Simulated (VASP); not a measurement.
Here is a VASP 6.6.1 calculation.

The input INCAR:

```
PREC     = Accurate       # precision mode
ENCUT    = 500            # plane-wave cutoff, eV
EDIFF    = 1E-6           # SCF threshold, eV
ISMEAR   = 0              # smearing method
SIGMA    = 0.1            # smearing width, eV
LREAL    = F              # projectors in reciprocal space
LASPH    = T              # aspherical terms in the spheres
NELM     = 200            # most SCF steps
ALGO     = Normal         # electronic algorithm
ISIF     = 2              # what is computed and relaxed
LWAVE    = F              # write WAVECAR
LCHARG   = F              # write CHGCAR
ISPIN    = 2              # spin polarisation
MAGMOM   = 0.1            # initial moments
LORBIT   = 11             # projections on sites
GGA      = PE             # functional
NBANDS   = 14             # bands
GGA_COMPAT= F
```

KPOINTS

```
regular mesh
0
Gamma
  2 2 2
```

POSCAR

```
K
1.0
   -2.6180000000      2.6180000000      2.6180000000
    2.6180000000     -2.6180000000      2.6180000000
    2.6180000000      2.6180000000     -2.6180000000
K
1
Direct
    0.0000000000      0.0000000000      0.0000000000
```

Potentials or basis: VASP PAW PBE potentials, release 64 (K_sv).

Run with:

```console
$ cat potpaw_PBE.64/K_sv/POTCAR > POTCAR
$ mpirun -np 1 vasp_std > vasp.out
```

Q: Predict the pressure.

A: 0.3 GPa.

Q: Estimate the net moment.

A: 0.00 μB per cell.

Caveat: the k points lie up to 0.85 Å⁻¹ apart, too coarse for converged energies, forces and pressures.
